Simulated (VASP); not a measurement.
# SiAgBr6 (Fm-3m) in VASP: further runs, part 2 of 2

VASP 6.6.1. Earlier steps stand in the parts before.

## 4. Relaxation of cell and atoms, PBE

This run uses another cell than the first one, of 35.87 Å³/atom, 1.082 times its volume.

Input file INCAR:

```
SYSTEM = SiAgBr6
  ALGO = Normal
  EDIFF = 1E-6
  EDIFFG = -0.01
  ENCUT = 600
  GGA = PE
  IBRION = 2
  ISIF = 3
  ISMEAR = 0
  LASPH = .TRUE.
  LCHARG = .FALSE.
  LREAL = .FALSE.
  LWAVE = .FALSE.
  NELM = 100
  NSW = 100
  PREC = Accurate
  SIGMA = 0.1
```

Input file KPOINTS:

```
k-points
0
G
  6 6 6
  0 0 0
```

Input file POSCAR:

```
SiAgBr6
1.0
    0.0000000000      5.2351819272      5.2351819272
    5.2351819272      0.0000000000      5.2351819272
    5.2351819272      5.2351819272      0.0000000000
Si Ag Br
1 1 6
Direct
    0.5000000000      0.5000000000      0.5000000000
    0.0000000000      0.0000000000      0.0000000000
    0.7310903620      0.2689096380      0.2689096380
    0.2689096380      0.7310903620      0.2689096380
    0.2689096380      0.2689096380      0.7310903620
    0.2689096380      0.7310903620      0.7310903620
    0.7310903620      0.2689096380      0.7310903620
    0.7310903620      0.7310903620      0.2689096380
```

Potentials or basis: VASP PAW PBE potentials, release 64 (Si, Ag, Br).

Started as:

```console
$ cat potpaw_PBE.64/Si/POTCAR potpaw_PBE.64/Ag/POTCAR potpaw_PBE.64/Br/POTCAR > POTCAR
$ mpirun -np 1 vasp_std > vasp.out
```

OUTCAR:

```text
SYSTEM = SiAgBr6
   EDIFF = 1E-6
   EDIFFG = -0.01
   ENCUT = 600
   GGA = PE
   IBRION = 2
   ISIF = 3
   ISMEAR = 0
   LASPH = .TRUE.
   LREAL = .FALSE.
   NELM = 100
   NSW = 100
   PREC = Accurate

 ion  position               nearest neighbor table
   1  0.500  0.500  0.500-   3 2.42   4 2.42   5 2.42   6 2.42   7 2.42   8 2.42
   2  0.000  0.000  0.000-   3 2.82   4 2.82   5 2.82   6 2.82   7 2.82   8 2.82
   3  0.731  0.269  0.269-   1 2.42   2 2.82
   4  0.269  0.731  0.269-   1 2.42   2 2.82
   5  0.269  0.269  0.731-   1 2.42   2 2.82
   6  0.269  0.731  0.731-   1 2.42   2 2.82
   7  0.731  0.269  0.731-   1 2.42   2 2.82
   8  0.731  0.731  0.269-   1 2.42   2 2.82

  LATTYP: Found a face centered cubic cell.
 ALAT       =    10.4703638544

  Lattice vectors:

 A1 = (   0.0000000000,   5.2351819272,   5.2351819272)
 A2 = (   5.2351819272,   0.0000000000,   5.2351819272)
 A3 = (   5.2351819272,   5.2351819272,   0.0000000000)

Analysis of symmetry for initial positions (statically):
=====================================================================
 Subroutine PRICEL returns:
[... 161 lines left out ...]
  volume of cell :      286.96
 maximum number of plane-waves:      9608
   NGX = 29   NGY = 29   NGZ = 29

--------------------------------------- Ionic step        1  -------------------------------------------

 number of electron      57.0000002 magnetization

 Free energy of the ion-electron system (eV)
  ---------------------------------------------------
  ext. energy  EPLUGINS =         0.00000000
  ---------------------------------------------------
  free energy    TOTEN  =       -20.10630946 eV

  energy without entropy =      -20.06209259  energy(sigma->0) =      -20.08420102

------------------------ aborting loop because EDIFF is reached ----------------------------------------

  FORCE on cell =-STRESS in cart. coord.  units (eV):
  Direction    XX          YY          ZZ          XY          YZ          ZX
  --------------------------------------------------------------------------------------
  -------------------------------------------------------------------------------------
  Total        0.3075136      0.3075136      0.3075136      0.0000000     -0.0000000      0.0000000
  in kB        1.7169179      1.7169179      1.7169179      0.0000000     -0.0000000      0.0000000
  external PRESSURE =       1.7169179 kB  Pullay stress =       0.0000000 kB
[... 155 lines left out ...]
--------------------------------------- Ionic step        5  -------------------------------------------

 number of electron      57.0000005 magnetization

 Free energy of the ion-electron system (eV)
  ---------------------------------------------------
  ext. energy  EPLUGINS =         0.00000000
  ---------------------------------------------------
  free energy    TOTEN  =       -20.10897886 eV

  energy without entropy =      -20.06329469  energy(sigma->0) =      -20.08613677

 E-fermi :  -0.9160     XC(G=0):  -7.2339

 val. band max:       -0.9348739274   @ k =   0.5000   0.3333   0.1667
 cond. band min:      -0.8992060689   @ k =  -0.1667   0.1667   0.0000
 fundamental gap:      0.0356678585
 Fermi energy:        -0.9160052120

 k-point     1 :       0.0000    0.0000    0.0000
  band No.  band energies     occupation
      1     -15.6335      2.00000
      2     -14.6428      2.00000
      3     -14.6428      2.00000
      4     -14.6428      2.00000
      5     -14.2745      2.00000
      6     -14.2745      2.00000
[... 616 lines left out ...]
  FREE ENERGIE OF THE ION-ELECTRON SYSTEM (eV)
  ---------------------------------------------------
  free  energy   TOTEN  =       -20.1089788578 eV

  energy  without entropy=      -20.0632946895  energy(sigma->0) =      -20.08613677

 reached required accuracy - stopping structural energy minimisation
```

CONTCAR:

```text
SiAgBr6
   1.00000000000000
     0.0000000000000000    5.2566969306009508    5.2566969306009508
     5.2566969306009508   -0.0000000000000000    5.2566969306009508
     5.2566969306009508    5.2566969306009508    0.0000000000000000
  Si              Ag              Br
     1     1     6
Direct
     0.5000000000000000    0.5000000000000000    0.5000000000000000
     0.0000000000000000    0.0000000000000000    0.0000000000000000
     0.7301873725375982    0.2698126274624018    0.2698126274624018
     0.2698126274624018    0.7301873725375982    0.2698126274624018
     0.2698126274624018    0.2698126274624018    0.7301873725375982
     0.2698126274624018    0.7301873725375982    0.7301873725375982
     0.7301873725375982    0.2698126274624018    0.7301873725375982
     0.7301873725375982    0.7301873725375982    0.2698126274624018

  0.00000000E+00  0.00000000E+00  0.00000000E+00
  0.00000000E+00  0.00000000E+00  0.00000000E+00
  0.00000000E+00  0.00000000E+00  0.00000000E+00
  0.00000000E+00  0.00000000E+00  0.00000000E+00
  0.00000000E+00  0.00000000E+00  0.00000000E+00
  0.00000000E+00  0.00000000E+00  0.00000000E+00
  0.00000000E+00  0.00000000E+00  0.00000000E+00
  0.00000000E+00  0.00000000E+00  0.00000000E+00
```

Wall time 16 min (1 thread of Intel Xeon Platinum 8488C (Sapphire Rapids), shared host); peak memory 0.64 GiB.

What came out:

```yaml
Free_energy: -20.1090 eV
Relaxed_volume: 36.31 Å³/atom
Relaxed_cell: a = 7.434 Å, b = 7.434 Å, c = 7.434 Å, α = 60.00°, β = 60.00°, γ = 60.00°
Space_group_after_relaxing_to_0.05_Å: Fm-3m (No. 225)
Energy_gained_by_relaxing: 0.3 meV/atom
Ionic_steps: 5
Pressure_after_relaxing: 0.0 GPa
Largest_force_after_relaxing: 0.003 eV/Å
```

Forces in eV/Å, atoms in the order of the input:
```
Si   0.000  0.000  0.000
Ag   0.000  0.000  0.000
Br   0.003  0.000  0.000
Br   0.000  0.003  0.000
Br   0.000  0.000  0.003
Br  -0.003  0.000  0.000
Br   0.000 -0.003  0.000
Br   0.000  0.000 -0.003
```

Step by step:
```csv
step,energy change (eV),largest force (eV/Å),pressure (GPa),volume (Å³)
1,0.0000,0.0347,0.17,286.96
2,-0.0014,0.0459,0.04,288.56
3,-0.0017,0.0552,-0.07,289.88
4,-0.0026,0.0199,-0.04,290.31
5,-0.0027,0.0031,-0.02,290.52
```

Final structure:
```cif
data_structure
_symmetry_space_group_name_H-M 'P 1'
_symmetry_Int_Tables_number 1
_cell_length_a 7.4341
_cell_length_b 7.4341
_cell_length_c 7.4341
_cell_angle_alpha 60.000
_cell_angle_beta 60.000
_cell_angle_gamma 60.000
_cell_volume 290.52
loop_
_atom_site_label
_atom_site_type_symbol
_atom_site_fract_x
_atom_site_fract_y
_atom_site_fract_z
_atom_site_occupancy
Si1 Si 0.50000 0.50000 0.50000 1
Ag1 Ag 0.00000 0.00000 0.00000 1
Br1 Br 0.73019 0.26981 0.26981 1
Br2 Br 0.26981 0.73019 0.26981 1
Br3 Br 0.26981 0.26981 0.73019 1
Br4 Br 0.26981 0.73019 0.73019 1
Br5 Br 0.73019 0.26981 0.73019 1
Br6 Br 0.73019 0.73019 0.26981 1
```

Caveat: an odd number of electrons without spin polarisation forces a metal; a magnetic or distorted state may lie lower.

## 5. Single point, PBE

This run uses another cell than the first one, of 35.87 Å³/atom, 1.082 times its volume.

Input file INCAR:

```
SYSTEM = SiAgBr6
ALGO     = Normal         ! electronic algorithm
EDIFF    = 1E-6           ! SCF threshold, eV
ENCUT    = 520            ! plane-wave cutoff, eV
GGA      = PE             ! functional
ISIF     = 2              ! what is computed and relaxed
ISMEAR   = 0              ! smearing method
LASPH    = .True.         ! aspherical terms in the spheres
LCHARG   = .False.        ! write CHGCAR
LREAL    = .False.        ! projectors in reciprocal space
LWAVE    = .False.        ! write WAVECAR
NBANDS   = 38             ! bands
NELM     = 100            ! most SCF steps
PREC     = Accurate       ! precision mode
SIGMA    = 0.1            ! smearing width, eV
```

Input file KPOINTS:

```
k-points
0
Gamma
  4 4 4
  0 0 0
```

POSCAR is that of step 4.

Potentials or basis: VASP PAW PBE potentials, release 64 (Si, Ag, Br).

Started as:

```console
$ cat potpaw_PBE.64/Si/POTCAR potpaw_PBE.64/Ag/POTCAR potpaw_PBE.64/Br/POTCAR > POTCAR
$ mpirun -np 1 vasp_std > vasp.out
```

OUTCAR:

```text
SYSTEM = SiAgBr6
   EDIFF = 1E-6
   ENCUT = 520
   GGA = PE
   ISIF = 2
   ISMEAR = 0
   LASPH = .True.
   LREAL = .False.
   NELM = 100
   PREC = Accurate

 ion  position               nearest neighbor table
   1  0.500  0.500  0.500-   3 2.42   4 2.42   5 2.42   6 2.42   7 2.42   8 2.42
   2  0.000  0.000  0.000-   3 2.82   4 2.82   5 2.82   6 2.82   7 2.82   8 2.82
   3  0.731  0.269  0.269-   1 2.42   2 2.82
   4  0.269  0.731  0.269-   1 2.42   2 2.82
   5  0.269  0.269  0.731-   1 2.42   2 2.82
   6  0.269  0.731  0.731-   1 2.42   2 2.82
   7  0.731  0.269  0.731-   1 2.42   2 2.82
   8  0.731  0.731  0.269-   1 2.42   2 2.82

  LATTYP: Found a face centered cubic cell.
 ALAT       =    10.4703638544

  Lattice vectors:

 A1 = (   0.0000000000,   5.2351819272,   5.2351819272)
 A2 = (   5.2351819272,   0.0000000000,   5.2351819272)
 A3 = (   5.2351819272,   5.2351819272,   0.0000000000)

Analysis of symmetry for initial positions (statically):
=====================================================================
 Subroutine PRICEL returns:
 Original cell was already a primitive cell.

 Routine SETGRP: Setting up the symmetry group for a
 face centered cubic supercell.

 Subroutine GETGRP returns: Found 48 space group operations
 (whereof 48 operations were pure point group operations)
 out of a pool of 48 trial point group operations.

The static configuration has the point symmetry O_h .

Analysis of symmetry for dynamics (positions and initial velocities):
=====================================================================
 Subroutine PRICEL returns:
 Original cell was already a primitive cell.

 Routine SETGRP: Setting up the symmetry group for a
 face centered cubic supercell.

 Subroutine GETGRP returns: Found 48 space group operations
 (whereof 48 operations were pure point group operations)
 out of a pool of 48 trial point group operations.

The dynamic configuration has the point symmetry O_h .

 Subroutine INISYM returns: Found 48 space group operations
 (whereof 48 operations are pure point group operations),
 and found     1 'primitive' translations

----------------------------------------------------------------------------------------

                                     Primitive cell

  volume of cell :     286.9626

  direct lattice vectors                    reciprocal lattice vectors
     0.000000000  5.235181927  5.235181927    -0.095507665  0.095507665  0.095507665
     5.235181927  0.000000000  5.235181927     0.095507665 -0.095507665  0.095507665
     5.235181927  5.235181927  0.000000000     0.095507665  0.095507665 -0.095507665

  length of vectors
     7.403665283  7.403665283  7.403665283     0.165424128  0.165424128  0.165424128

  position of ions in fractional coordinates (direct lattice)
     0.500000000  0.500000000  0.500000000
     0.000000000  0.000000000  0.000000000
     0.731090362  0.268909638  0.268909638
     0.268909638  0.731090362  0.268909638
     0.268909638  0.268909638  0.731090362
     0.268909638  0.731090362  0.731090362
     0.731090362  0.268909638  0.731090362
     0.731090362  0.731090362  0.268909638
[... 40 lines left out ...]
  0.000000  0.000000  0.000000      1.000000
  0.250000  0.000000  0.000000      8.000000
  0.500000  0.000000  0.000000      4.000000
  0.250000  0.250000  0.000000      6.000000
  0.500000  0.250000  0.000000     24.000000
 -0.250000  0.250000  0.000000     12.000000
  0.500000  0.500000  0.000000      3.000000
 -0.250000  0.500000  0.250000      6.000000
   k-points           NKPTS =      8   k-points in BZ     NKDIM =      8   number of bands    NBANDS=     38
   number of dos      NEDOS =    301   number of ions     NIONS =      8
   total plane-waves  NPLWV = 175616
   dimension x,y,z NGX =    56 NGY =   56 NGZ =   56
   dimension x,y,z NGXF=   112 NGYF=  112 NGZF=  112
   ions per type =               1   1   6
   NGX,Y,Z   is equivalent  to a cutoff of  12.57, 12.57, 12.57 a.u.
   NGXF,Y,Z  is equivalent  to a cutoff of  25.15, 25.15, 25.15 a.u.
 SYSTEM =  SiAgBr6
   PREC   = accura    normal or accurate (medium, high low for compatibility)
   ISTART =      0    job   : 0-new  1-cont  2-samecut
   ICHARG =      2    charge: 1-file 2-atom 10-const
   ISPIN  =      1    spin polarized calculation?
   LNONCOLLINEAR =      F non collinear calculations
   LSORBIT =      F    spin-orbit coupling
   LASPH  =      T    aspherical Exc in radial PAW
   ENCUT  =  520.0 eV  38.22 Ry    6.18 a.u.  13.77 13.77 13.77*2*pi/ulx,y,z
   NELM   =    100;   NELMIN=  2; NELMDL= -5     # of ELM steps
   EDIFF  = 0.1E-05   stopping-criterion for ELM
   LREAL  =      F    real-space projection
   EDIFFG = 0.1E-04   stopping-criterion for IOM
   NSW    =      0    number of steps for IOM
   IBRION =     -1    ionic relax: 0-MD 1-quasi-New 2-CG
   NFREE  =      0    steps in history (QN), initial steepest desc. (CG)
   ISIF   =      2    stress and relaxation
   ISYM   =      2    0-nonsym 1-usesym 2-fastsym
   POTIM  = 0.5000    time-step for ionic-motion
   TEBEG  =    0.0;   TEEND  =   0.0 temperature during run
   PSTRESS=    0.0 pullay stress
   NELECT =      57.0000    total number of electrons
   NUPDOWN=      -1.0000    fix difference up-down
   EMIN   =  10.00;   EMAX   =-10.00  energy-range for DOS
   EFERMI =   0.00;   METHOD = LEGACY
   ISMEAR =     0;   SIGMA  =   0.10  broadening in eV -4-tet -1-fermi 0-gaus
   EFERMI_NEDOS =   21; number of points for ismear=-14 and -15
   IALGO  =     38    algorithm
   IMIX   =      4    mixing-type and parameters
     AMIX     =   0.40;   BMIX     =  1.00
     AMIX_MAG =   1.60;   BMIX_MAG =  1.00
  volume/ion in A,a.u.               =      35.87       242.06
  Fermi-wavevector in a.u.,A,eV,Ry     =   0.955193  1.805054 12.413881  0.912395
  Thomas-Fermi vector in A             =   2.084009
   LORBIT       =      0    0 simple, 1 ext, 2 COOP (PROOUT), +10 PAW based schemes
   GGA     = PE    functional components
   LHFCALC =     F    Hartree Fock is set to
   AEXX    =    0.0000 exact exchange contribution
   IVDW    =     0    specifies the selected vdW correction
   LEPSILON=     F    determine dielectric tensor
   LRPA    =     F    only Hartree local field effects (RPA)
 non-spin polarized calculation
 Gauss-broadening in eV      SIGMA  =   0.10
  energy-cutoff  :      520.00
  volume of cell :      286.96
 maximum number of plane-waves:      7799
   NGX = 27   NGY = 27   NGZ = 27

 number of electron      57.0000006 magnetization

 Free energy of the ion-electron system (eV)
  ---------------------------------------------------
  ext. energy  EPLUGINS =         0.00000000
  ---------------------------------------------------
  free energy    TOTEN  =       -20.10854330 eV

  energy without entropy =      -20.05918586  energy(sigma->0) =      -20.08386458

 E-fermi :  -0.8421     XC(G=0):  -7.2847

 val. band max:       -0.8584167086   @ k =   0.5000   0.2500   0.0000
 cond. band min:      -0.8286074497   @ k =   0.2500   0.0000   0.0000
 fundamental gap:      0.0298092589
 Fermi energy:        -0.8420632844

 k-point     1 :       0.0000    0.0000    0.0000
  band No.  band energies     occupation
      1     -15.5767      2.00000
      2     -14.5806      2.00000
      3     -14.5806      2.00000
      4     -14.5806      2.00000
      5     -14.2113      2.00000
      6     -14.2113      2.00000
[... 317 lines left out ...]
     37       6.9541      0.00000
     38       7.4942      0.00000

------------------------ aborting loop because EDIFF is reached ----------------------------------------

  FORCE on cell =-STRESS in cart. coord.  units (eV):
  Direction    XX          YY          ZZ          XY          YZ          ZX
  --------------------------------------------------------------------------------------
  -------------------------------------------------------------------------------------
  Total        0.3405366      0.3405366      0.3405366      0.0000000      0.0000000     -0.0000000
  in kB        1.9012931      1.9012931      1.9012931      0.0000000      0.0000000     -0.0000000
  external PRESSURE =       1.9012931 kB  Pullay stress =       0.0000000 kB

 VOLUME and BASIS-vectors are now :
 -----------------------------------------------------------------------------
  energy-cutoff  :      520.00
  volume of cell :      286.96
      direct lattice vectors                 reciprocal lattice vectors
     0.000000000  5.235181927  5.235181927    -0.095507665  0.095507665  0.095507665
     5.235181927  0.000000000  5.235181927     0.095507665 -0.095507665  0.095507665
     5.235181927  5.235181927  0.000000000     0.095507665  0.095507665 -0.095507665

 POSITION                                       TOTAL-FORCE (eV/Angst)
 -----------------------------------------------------------------------------------
      5.23518      5.23518      5.23518        -0.000000      0.000000      0.000000
      0.00000      0.00000      0.00000        -0.000000      0.000000      0.000000
      2.81558      5.23518      5.23518         0.019415      0.000000      0.000000
      5.23518      2.81558      5.23518        -0.000000      0.019415      0.000000
      5.23518      5.23518      2.81558        -0.000000      0.000000      0.019415
      7.65478      5.23518      5.23518        -0.019415      0.000000      0.000000
      5.23518      7.65478      5.23518        -0.000000     -0.019415      0.000000
      5.23518      5.23518      7.65478        -0.000000      0.000000     -0.019415
 -----------------------------------------------------------------------------------
    total drift:                               -0.000000      0.000000      0.000000

  FREE ENERGIE OF THE ION-ELECTRON SYSTEM (eV)
  ---------------------------------------------------
  free  energy   TOTEN  =       -20.1085433039 eV

  energy  without entropy=      -20.0591858623  energy(sigma->0) =      -20.08386458
```

Wall time 3.2 min (1 thread of Intel Xeon Platinum 8488C (Sapphire Rapids), shared host); peak memory 0.46 GiB.

What came out:

```yaml
Free_energy: -20.1085 eV
Pressure: 0.2 GPa
Largest_force: 0.019 eV/Å
```

Forces in eV/Å, atoms in the order of the input:
```
Si   0.000  0.000  0.000
Ag   0.000  0.000  0.000
Br   0.019  0.000  0.000
Br   0.000  0.019  0.000
Br   0.000  0.000  0.019
Br  -0.019  0.000  0.000
Br   0.000 -0.019  0.000
Br   0.000  0.000 -0.019
```

Levels at points of the mesh, in eV from the Fermi level:
```tsv
k point	band 26	band 27	band 28	band 29	band 30	band 31
(0.00, 0.00, 0.00)	-0.32	-0.16	0.13	0.13	0.13	4.50
(0.50, 0.00, 0.00)	-0.34	-0.22	-0.22	-0.14	1.84	2.57
(0.50, 0.50, 0.00)	-0.33	-0.33	-0.33	0.12	2.73	5.06
```

Caveat: an odd number of electrons without spin polarisation forces a metal; a magnetic or distorted state may lie lower.

## 6. Summary

| task | cell | k mesh | cutoff (eV) | gap on the mesh (eV) | pressure (GPa) | relaxed volume (Å³/atom) | largest force (eV/Å) |
| --- | --- | --- | --- | --- | --- | --- | --- |
| relaxation of cell and atoms | relaxed from a = 7.212 Å, angles 60.0°, 8 atoms | 4 × 4 × 4 | 600 | none | -0.1 | 36.49 | 0.03 |
| single point | a = 7.437 Å, angles 60.0°, 8 atoms | 6 × 6 × 6 | 520 | none | 0.0 | - | 0.02 |
| relaxation of cell and atoms | relaxed from a = 7.404 Å, angles 60.0°, 8 atoms | 6 × 6 × 6 | 600 | none | 0.0 | 36.31 | - |
| single point | a = 7.404 Å, angles 60.0°, 8 atoms | 4 × 4 × 4 | 520 | none | 0.2 | - | 0.02 |

Alike in all rows: level PBE; potentials or basis VASP PAW PBE potentials, release 64 (Si, Ag, Br); no spin polarisation; smearing gaussian 0.1 eV.

Caveats: an odd number of electrons without spin polarisation forces a metal; a magnetic or distorted state may lie lower.

Absolute energies hang on the potentials; compare differences alone.
